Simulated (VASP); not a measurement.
# Si16Ag (a cell with a defect) in VASP: further runs

The runs below take Si16Ag (a cell with a defect) through single point, with PBE.

Program: VASP 6.6.1. These are calculated values, not measurements. Logs are shortened: lines on timing, memory, paths and dates and some standing lists are left out, and cuts for length are marked.

## (1) The cell of the first run

The cell holds a defect, 17 atoms: a = 7.736 Å, b = 7.736 Å, c = 7.736 Å, α = 60.00°, β = 60.00°, γ = 60.00°.

## (2) Single point, PBE

Input file INCAR:

```
SYSTEM = Si16Ag
ALGO     = Normal         ! electronic algorithm
EDIFF    = 1E-7           ! SCF threshold, eV
ENCUT    = 520            ! plane-wave cutoff, eV
GGA      = PE             ! functional
ISIF     = 2              ! what is computed and relaxed
ISMEAR   = 0              ! smearing method
LASPH    = .TRUE.         ! aspherical terms in the spheres
LCHARG   = .TRUE.         ! write CHGCAR
LELF     = .TRUE.         ! ELF
LREAL    = Auto         
LVHAR    = .TRUE.       
LWAVE    = .FALSE.        ! write WAVECAR
NBANDS   = 52             ! bands
NELECT   = 74.0         
NELM     = 100            ! most SCF steps
PREC     = Accurate       ! precision mode
SIGMA    = 0.02           ! smearing width, eV
```

Input file KPOINTS:

```
k-points
0
G
  2 2 2
  0 0 0
```

Input file POSCAR:

```
Si16Ag
1.0
    0.0000000000      5.4700937548     -5.4700937548
    5.4700937548      5.4700937548      0.0000000000
    5.4700937548      0.0000000000     -5.4700937548
Si Ag
16 1
Direct
    0.1233297874      0.1455736475      0.1236742057
    0.1288494369      0.6115857698      0.1272105253
    0.6031127889      0.1455926600      0.1241522596
    0.6296113292      0.6598042304      0.0776357809
    0.1121309849      0.1225209347      0.6490983810
    0.1345860844      0.6267807562      0.6181015631
    0.6185191062      0.1476675787      0.6113168530
    0.6165130163      0.6265004136      0.6184204790
    0.2695681402      0.7436812205      0.2431292880
    0.2373812147      0.2427657659      0.2780966046
    0.7399566043      0.7434123038      0.2435415296
    0.7320501585      0.2960192407      0.2356213728
    0.2453630706      0.7489458469      0.7562833811
    0.2477685138      0.2545702254      0.7541002376
    0.7587661539      0.7673948909      0.7110152356
    0.7393715138      0.2542840328      0.7545791142
   -0.1048031397     -0.0816644138      0.2875749613
```

Potentials or basis: VASP PAW PBE potentials, release 64 (Si, Ag).

On the command line:

```sh
> cat potpaw_PBE.64/Si/POTCAR potpaw_PBE.64/Ag/POTCAR > POTCAR
> mpirun -np 1 vasp_std > vasp.out
```

OUTCAR:

```text
SYSTEM = Si16Ag
   EDIFF = 1E-7
   ENCUT = 520
   GGA = PE
   ISIF = 2
   ISMEAR = 0
   LASPH = .TRUE.
   LREAL = Auto
   NELECT = 74.0
   NELM = 100
   PREC = Accurate

 ion  position               nearest neighbor table
   1  0.123  0.146  0.124-  10 2.32  14 2.34  12 2.48  17 2.54   9 2.54
   2  0.129  0.612  0.127-  10 2.34  13 2.34   9 2.46  11 2.46  17 2.62
   3  0.603  0.146  0.124-  10 2.32  16 2.34  12 2.47  17 2.54  11 2.54
   4  0.630  0.660  0.078-  11 2.30   9 2.30  12 2.31  15 2.32
   5  0.112  0.123  0.649-  10 2.34  14 2.36  16 2.36  13 2.36
   6  0.135  0.627  0.618-  13 2.35  14 2.35   9 2.37  15 2.38  17 3.14
   7  0.619  0.148  0.611-  14 2.35  16 2.35  12 2.38  15 2.41  17 3.05
   8  0.617  0.627  0.618-  13 2.35  16 2.35  11 2.37  15 2.38  17 3.14
   9  0.270  0.744  0.243-   4 2.30   6 2.37  17 2.43   2 2.46   1 2.54
  10  0.237  0.243  0.278-   1 2.32   3 2.32   2 2.34   5 2.34
  11  0.740  0.743  0.244-   4 2.30   8 2.37  17 2.43   2 2.46   3 2.54
  12  0.732  0.296  0.236-   4 2.31   7 2.38  17 2.44   3 2.47   1 2.48
  13  0.245  0.749  0.756-   2 2.34   6 2.35   8 2.35   5 2.36
  14  0.248  0.255  0.754-   1 2.34   7 2.35   6 2.35   5 2.36
  15  0.759  0.767  0.711-   4 2.32   8 2.38   6 2.38   7 2.41  17 2.68
  16  0.739  0.254  0.755-   3 2.34   7 2.35   8 2.35   5 2.36
  17  0.895  0.918  0.288-  11 2.43   9 2.43  12 2.44   1 2.54   3 2.54   2 2.62  15 2.68   7 3.05
                             6 3.14   8 3.14

  LATTYP: Found a face centered cubic cell.
 ALAT       =    10.9401875096

  Lattice vectors:

 A1 = (   0.0000000000,   5.4700937548,  -5.4700937548)
 A2 = (   5.4700937548,   5.4700937548,   0.0000000000)
 A3 = (   5.4700937548,   0.0000000000,  -5.4700937548)

Analysis of symmetry for initial positions (statically):
=====================================================================
 Subroutine PRICEL returns:
 Original cell was already a primitive cell.

 Routine SETGRP: Setting up the symmetry group for a
 face centered cubic supercell.

 Subroutine GETGRP returns: Found  1 space group operations
 (whereof  1 operations were pure point group operations)
 out of a pool of 48 trial point group operations.

The static configuration has the point symmetry C_1 .

Analysis of symmetry for dynamics (positions and initial velocities):
=====================================================================
 Subroutine PRICEL returns:
 Original cell was already a primitive cell.

 Routine SETGRP: Setting up the symmetry group for a
 face centered cubic supercell.

 Subroutine GETGRP returns: Found  1 space group operations
 (whereof  1 operations were pure point group operations)
 out of a pool of 48 trial point group operations.

The dynamic configuration has the point symmetry C_1 .

 Subroutine INISYM returns: Found  1 space group operations
 (whereof  1 operations are pure point group operations),
 and found     1 'primitive' translations

----------------------------------------------------------------------------------------

                                     Primitive cell

  volume of cell :     327.3515

  direct lattice vectors                    reciprocal lattice vectors
     0.000000000  5.470093755 -5.470093755    -0.091406112  0.091406112 -0.091406112
     5.470093755  5.470093755  0.000000000     0.091406112  0.091406112  0.091406112
     5.470093755  0.000000000 -5.470093755     0.091406112 -0.091406112 -0.091406112

  length of vectors
     7.735880775  7.735880775  7.735880775     0.158320029  0.158320029  0.158320029

  position of ions in fractional coordinates (direct lattice)
     0.123329787  0.145573648  0.123674206
     0.128849437  0.611585770  0.127210525
     0.603112789  0.145592660  0.124152260
     0.629611329  0.659804230  0.077635781
     0.112130985  0.122520935  0.649098381
     0.134586084  0.626780756  0.618101563
[... 9 lines left out ...]
     0.739371514  0.254284033  0.754579114
     0.895196860  0.918335586  0.287574961

  ion indices of the primitive-cell ions
   primitive index   ion index
                 1           1
                 2           2
                 3           3
                 4           4
                 5           5
                 6           6
[... 9 lines left out ...]
                16          16
                17          17

----------------------------------------------------------------------------------------

 KPOINTS: k-points

Automatic generation of k-mesh.
 Grid dimensions read from file:
 generate k-points for:    2    2    2

 Generating k-lattice:

  Cartesian coordinates                     Fractional coordinates (reciprocal lattice)
    -0.045703056  0.045703056 -0.045703056     0.500000000  0.000000000  0.000000000
     0.045703056  0.045703056  0.045703056     0.000000000  0.500000000  0.000000000
     0.045703056 -0.045703056 -0.045703056     0.000000000  0.000000000  0.500000000

  Length of vectors
     0.079160015  0.079160015  0.079160015

  Shift w.r.t. Gamma in fractional coordinates (k-lattice)
     0.000000000  0.000000000  0.000000000

 Subroutine IBZKPT returns following result:
 ===========================================

 Found      8 irreducible k-points:

 Following reciprocal coordinates:
            Coordinates               Weight
  0.000000  0.000000  0.000000      1.000000
  0.500000  0.000000  0.000000      1.000000
  0.000000  0.500000  0.000000      1.000000
  0.000000  0.000000  0.500000      1.000000
  0.500000  0.500000  0.500000      1.000000
  0.500000  0.500000  0.000000      1.000000
  0.000000  0.500000  0.500000      1.000000
  0.500000  0.000000  0.500000      1.000000
   k-points           NKPTS =      8   k-points in BZ     NKDIM =      8   number of bands    NBANDS=     52
   number of dos      NEDOS =    301   number of ions     NIONS =     17
   total plane-waves  NPLWV = 216000
   dimension x,y,z NGX =    60 NGY =   60 NGZ =   60
   dimension x,y,z NGXF=   120 NGYF=  120 NGZF=  120
   ions per type =              16   1
   NGX,Y,Z   is equivalent  to a cutoff of  12.89, 12.89, 12.89 a.u.
   NGXF,Y,Z  is equivalent  to a cutoff of  25.79, 25.79, 25.79 a.u.
 SYSTEM =  Si16Ag
   PREC   = accura    normal or accurate (medium, high low for compatibility)
   ISTART =      0    job   : 0-new  1-cont  2-samecut
   ICHARG =      2    charge: 1-file 2-atom 10-const
   ISPIN  =      1    spin polarized calculation?
   LNONCOLLINEAR =      F non collinear calculations
   LSORBIT =      F    spin-orbit coupling
   LASPH  =      T    aspherical Exc in radial PAW
   ENCUT  =  520.0 eV  38.22 Ry    6.18 a.u.  14.38 14.38 14.38*2*pi/ulx,y,z
   NELM   =    100;   NELMIN=  2; NELMDL= -5     # of ELM steps
   EDIFF  = 0.1E-06   stopping-criterion for ELM
   LREAL  =      T    real-space projection
   EDIFFG = 0.1E-05   stopping-criterion for IOM
   NSW    =      0    number of steps for IOM
   IBRION =     -1    ionic relax: 0-MD 1-quasi-New 2-CG
   NFREE  =      0    steps in history (QN), initial steepest desc. (CG)
   ISIF   =      2    stress and relaxation
   ISYM   =      2    0-nonsym 1-usesym 2-fastsym
   POTIM  = 0.5000    time-step for ionic-motion
   TEBEG  =    0.0;   TEEND  =   0.0 temperature during run
   PSTRESS=    0.0 pullay stress
   NELECT =      74.0000    total number of electrons
   NUPDOWN=      -1.0000    fix difference up-down
   EMIN   =  10.00;   EMAX   =-10.00  energy-range for DOS
   EFERMI =   0.00;   METHOD = LEGACY
   ISMEAR =     0;   SIGMA  =   0.02  broadening in eV -4-tet -1-fermi 0-gaus
   EFERMI_NEDOS =   21; number of points for ismear=-14 and -15
   IALGO  =     38    algorithm
   IMIX   =      4    mixing-type and parameters
     AMIX     =   0.40;   BMIX     =  1.00
     AMIX_MAG =   1.60;   BMIX_MAG =  1.00
  volume/ion in A,a.u.               =      19.26       129.95
  Fermi-wavevector in a.u.,A,eV,Ry     =   0.997273  1.884572 13.531715  0.994553
  Thomas-Fermi vector in A             =   2.129418
   LORBIT       =      0    0 simple, 1 ext, 2 COOP (PROOUT), +10 PAW based schemes
   GGA     = PE    functional components
   LHFCALC =     F    Hartree Fock is set to
   AEXX    =    0.0000 exact exchange contribution
   IVDW    =     0    specifies the selected vdW correction
   LEPSILON=     F    determine dielectric tensor
   LRPA    =     F    only Hartree local field effects (RPA)
 non-spin polarized calculation
 Gauss-broadening in eV      SIGMA  =   0.02
  energy-cutoff  :      520.00
  volume of cell :      327.35
 maximum number of plane-waves:      8824
 NGX is ok and might be reduce to    60
   NGX = 29   NGY = 29   NGZ = 29

 number of electron      73.9999999 magnetization

 Free energy of the ion-electron system (eV)
  ---------------------------------------------------
  ext. energy  EPLUGINS =         0.00000000
  ---------------------------------------------------
  free energy    TOTEN  =       -92.24083786 eV

  energy without entropy =      -92.24083786  energy(sigma->0) =      -92.24083786

 E-fermi :   6.4491     XC(G=0):  -9.6070

 val. band max:        6.3224884835   @ k =   0.0000   0.0000   0.0000
 cond. band min:       6.5769710379   @ k =   0.0000   0.0000   0.0000
 fundamental gap:      0.2544825543
 Fermi energy:         6.4491287741

 k-point     1 :       0.0000    0.0000    0.0000
  band No.  band energies     occupation
      1      -5.7624      2.00000
      2      -3.5137      2.00000
      3      -3.4621      2.00000
      4      -3.3918      2.00000
      5      -3.3588      2.00000
      6      -2.1354      2.00000
[... 41 lines left out ...]
     48       8.5903      0.00000
     49       8.7240      0.00000

 k-point     2 :       0.5000    0.0000    0.0000
  band No.  band energies     occupation
      1      -5.0550      2.00000
      2      -4.8657      2.00000
      3      -3.3105      2.00000
      4      -3.1441      2.00000
      5      -3.1098      2.00000
      6      -3.0410      2.00000
[... 304 lines left out ...]
 k-point     8 :       0.5000    0.0000    0.5000
  band No.  band energies     occupation
      1      -4.7731      2.00000
      2      -4.6458      2.00000
      3      -3.8259      2.00000
      4      -3.7342      2.00000
      5      -3.6685      2.00000
      6      -3.6373      2.00000
[... 41 lines left out ...]
     48      10.4247      0.00000
     49      10.5220      0.00000
 [bands above 49 left out]

------------------------ aborting loop because EDIFF is reached ----------------------------------------

  FORCE on cell =-STRESS in cart. coord.  units (eV):
  Direction    XX          YY          ZZ          XY          YZ          ZX
  --------------------------------------------------------------------------------------
  -------------------------------------------------------------------------------------
  Total       -1.7024112     -0.9462955     -0.9632154      0.6155441     -1.1434415      0.6081498
  in kB       -8.3322202     -4.6315149     -4.7143270      3.0126970     -5.5964191      2.9765068
  external PRESSURE =      -5.8926874 kB  Pullay stress =       0.0000000 kB

 VOLUME and BASIS-vectors are now :
 -----------------------------------------------------------------------------
  energy-cutoff  :      520.00
  volume of cell :      327.35
      direct lattice vectors                 reciprocal lattice vectors
     0.000000000  5.470093755 -5.470093755    -0.091406112  0.091406112 -0.091406112
     5.470093755  5.470093755  0.000000000     0.091406112  0.091406112  0.091406112
     5.470093755  0.000000000 -5.470093755     0.091406112 -0.091406112 -0.091406112

 POSITION                                       TOTAL-FORCE (eV/Angst)
 -----------------------------------------------------------------------------------
      1.47281      1.47093     -1.35114        -0.001317     -0.004941     -0.001978
      4.04128      4.05025     -1.40067        -0.010923      0.003533      0.007325
      1.47553      4.09549     -3.97821        -0.009163     -0.008222     -0.008841
      4.03387      7.05322     -3.86871         0.020143     -0.015783     -0.009023
      4.22083      1.28357     -4.16400        -0.015329      0.014558      0.015528
      6.80962      4.16475     -4.11727        -0.005934      0.007581     -0.005864
[... 9 lines left out ...]
      5.51858      5.43539     -8.17205        -0.008305      0.014845     -0.012245
      6.59644      9.92019     -6.46987         0.022903     -0.028803     -0.023577
 -----------------------------------------------------------------------------------
    total drift:                                0.005056      0.000055     -0.004899

  FREE ENERGIE OF THE ION-ELECTRON SYSTEM (eV)
  ---------------------------------------------------
  free  energy   TOTEN  =       -92.2408378609 eV

  energy  without entropy=      -92.2408378609  energy(sigma->0) =      -92.24083786
```

Run time: 2.7 min. Hardware: 1 thread of AMD EPYC 9R45 (Zen 5), shared host; peak memory 0.47 GiB.

What came out:

| Quantity | Value |
| --- | --- |
| Free energy | -92.2408 eV |
| Largest force | 0.044 eV/Å |

Forces on the atoms (eV/Å):
```
Si  -0.001 -0.005 -0.002
Si  -0.011  0.004  0.007
Si  -0.009 -0.008 -0.009
Si   0.020 -0.016 -0.009
Si  -0.015  0.015  0.016
Si  -0.006  0.008 -0.006
Si  -0.001 -0.006 -0.002
Si  -0.004 -0.005  0.008
Si   0.007  0.008  0.008
Si   0.003  0.011  0.008
Si   0.010  0.013  0.010
Si  -0.018  0.004 -0.005
Si   0.013 -0.001 -0.001
Si  -0.005 -0.012  0.010
Si   0.003  0.006  0.002
Si  -0.008  0.015 -0.012
Ag   0.023 -0.029 -0.024
```

Caveat: the k points lie up to 0.50 Å⁻¹ apart; the cell carries a net charge on a neutralising background, which shifts energy and pressure; the cell is charged against a uniform background, so pressure and absolute levels hang on convention.

## (3) Single point, PBE

Input file INCAR:

```
SYSTEM = Si16Ag
ALGO = Normal ; EDIFF = 1E-6
ENCUT = 520 ; GGA = PE
ISIF = 2 ; ISMEAR = 0
LASPH = .TRUE. ; LCHARG = .FALSE.
LREAL = Auto ; LWAVE = .FALSE.
NBANDS = 52 ; NELECT = 74.0
NELM = 60 ; PREC = Accurate
SIGMA = 0.02
```

KPOINTS is that of step 2.

Input file POSCAR:

```
Si16Ag
1.0
    0.0000000000      5.4700937548     -5.4700937548
    5.4700937548      5.4700937548      0.0000000000
    5.4700937548      0.0000000000     -5.4700937548
Si Ag
16 1
Direct
    0.1193292161      0.1464090079      0.1143724455
    0.1306303022      0.6216959256      0.1180806087
    0.6200837046      0.1462572738      0.1153568893
    0.6134097788      0.6652353987      0.1108591602
    0.1269419741      0.1228921350      0.6217470216
    0.1295486936      0.6207497809      0.6258749216
    0.6185224882      0.1464002330      0.6157598299
    0.6229774393      0.6212226248      0.6265824963
    0.2524549051      0.7510927937      0.2458210152
    0.2503179217      0.2497418803      0.2496630883
    0.7515076860      0.7521910381      0.2470613047
    0.7342229731      0.3015930940      0.2300246680
    0.2514790535      0.7496549755      0.7465455224
    0.2493429841      0.2490758954      0.7450471021
    0.7496820318      0.7502580731      0.7500196859
    0.7549576269      0.2493829285      0.7456996503
   -0.1370788205     -0.0821627599      0.3612806450
```

Potentials or basis: VASP PAW PBE potentials, release 64 (Si, Ag).

On the command line:

```sh
> cat potpaw_PBE.64/Si/POTCAR potpaw_PBE.64/Ag/POTCAR > POTCAR
> mpirun -np 1 vasp_std > vasp.out
```

Run time: 2.4 min. Hardware: 1 thread of AMD EPYC 9R45 (Zen 5), shared host; peak memory 0.47 GiB.

The run converged. Its results:

```yaml
Free_energy: -92.2476 eV
Largest_force: 0.015 eV/Å
```

Forces in eV/Å, atoms in the order of the input:
```
Si   0.003 -0.005 -0.001
Si  -0.004 -0.002 -0.002
Si   0.002 -0.001  0.000
Si  -0.006  0.001  0.002
Si   0.001  0.002  0.002
Si  -0.002  0.003  0.003
Si  -0.015  0.003  0.000
Si  -0.004  0.001  0.002
Si   0.004  0.003  0.001
Si   0.005 -0.002 -0.002
Si   0.002  0.000  0.001
Si   0.002 -0.003 -0.008
Si   0.005 -0.001 -0.003
Si   0.002 -0.002  0.002
Si   0.008  0.007  0.003
Si   0.002  0.002 -0.004
Ag  -0.005 -0.004  0.003
```

Levels at points of the mesh, in eV from the Fermi level:
| k point | band 34 | band 35 | band 36 | band 37 | band 38 | band 39 | band 40 | band 41 |
| --- | --- | --- | --- | --- | --- | --- | --- | --- |
| (0.00, 0.00, 0.00) | -0.61 | -0.23 | -0.12 | -0.10 | 0.34 | 0.73 | 0.74 | 0.83 |
| (0.50, 0.00, 0.00) | -0.82 | -0.72 | -0.59 | -0.42 | 0.96 | 1.27 | 1.39 | 1.48 |
| (0.00, 0.50, 0.00) | -0.84 | -0.83 | -0.54 | -0.53 | 0.76 | 1.44 | 1.45 | 1.49 |
| (0.00, 0.00, 0.50) | -0.83 | -0.72 | -0.60 | -0.43 | 0.96 | 1.28 | 1.39 | 1.48 |
| (0.50, 0.50, 0.50) | -0.82 | -0.72 | -0.59 | -0.41 | 0.97 | 1.26 | 1.39 | 1.48 |
| (0.50, 0.50, 0.00) | -1.45 | -1.32 | -1.29 | -0.65 | 0.88 | 1.27 | 2.19 | 2.22 |
| (0.00, 0.50, 0.50) | -1.46 | -1.31 | -1.29 | -0.65 | 0.88 | 1.27 | 2.19 | 2.23 |
| (0.50, 0.00, 0.50) | -1.44 | -1.33 | -1.29 | -0.66 | 0.88 | 1.27 | 2.19 | 2.22 |

Caveat: the k points lie up to 0.50 Å⁻¹ apart; the cell carries a net charge on a neutralising background, which shifts energy and pressure; the cell is charged against a uniform background, so pressure and absolute levels hang on convention.
